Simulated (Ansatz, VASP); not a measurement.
**Two plane-wave programs on KCl**

File POSCAR:

```
KCl
1.0
    0.0000000000      3.3249041232      3.5072828304
    3.3249041232      0.0000000000      3.5072828304
    3.3249041232      3.3249041232      0.0000000000
K Cl
1 1
Direct
    0.0000000000      0.0000000000      0.0000000000
    0.2500000000      0.2500000000      0.2500000000
```

Contents of INCAR.step1:

```
  PREC = Accurate
  ENCUT = 520
  ISMEAR = 0
  SIGMA = 0.01
  LREAL = False
  LASPH = True
  NELM = 100
  NBANDS = 15
  GGA = PE
  ALGO = Normal
  EDIFF = 1E-4
  LWAVE = True
  LCHARG = False
```

INCAR.step2

```
  PREC = Accurate
  ENCUT = 520
  EDIFF = 1E-7
  ISMEAR = 0
  SIGMA = 0.01
  LREAL = False
  LASPH = True
  NELM = 100
  ALGO = Normal
  ISIF = 2
  LWAVE = False
  LCHARG = False
  METAGGA = R2SCAN
  LMIXTAU = True
  NBANDS = 15
  ISTART = 1
```

File KPOINTS:

```
regular mesh
0
Gamma
  6 6 6
```

Input for Ansatz:

```yaml
crystal:
  lattice:
    - [0.0, 3.3249041232, 3.5072828304]
    - [3.3249041232, 0.0, 3.5072828304]
    - [3.3249041232, 3.3249041232, 0.0]
  atoms:
    - { symbol: K, position: [0.0, 0.0, 0.0] }
    - { symbol: Cl, position: [0.25, 0.25, 0.25] }
kpoints:
  mp_grid: { grid: [6, 6, 6] }
  band_path:
    path:
      - [0.0, 0.0, 0.0]
      - [-0.5, -0.5, 0.0]
      - [-0.375, -0.375, 0.25]
      - [-0.375, 0.0, 0.375]
      - [0.0, 0.0, 0.5]
      - [-0.5, -0.25, 0.25]
    npoints: 1
hamiltonian:
  xc: r2scan
scf:
  occupations: { method: fixed }
  n_extra_bands: 4
output:
  forces: true
  stress: true
  eigenvalues: true
```

Change from the starting cell: biaxial_xy strain -5.2%.

Alike in both runs: task single point; functional r2SCAN; k mesh 6 × 6 × 6; no spin polarisation.

```csv
,VASP,Ansatz
version,VASP 6.6.1,Ansatz 0.2.0
potentials or method,"VASP PAW PBE potentials, release 64 (K_sv, Cl)","plane waves, PAW"
plane-wave cutoff (eV),520,500
occupations,"gaussian, width 0.01 eV",fixed
valence electrons in the cell,16,16
```

```tsv
	VASP	Ansatz	Ansatz less VASP
gap on the k mesh at the Fermi level (eV)	5.50	5.50	-0.003
pressure (GPa)	1.6	1.6	0.00
traceless stress, the component that is largest in VASP (GPa)	0.08	0.08	-0.005
```

VASP's potentials were made for PBE, not for r2SCAN.
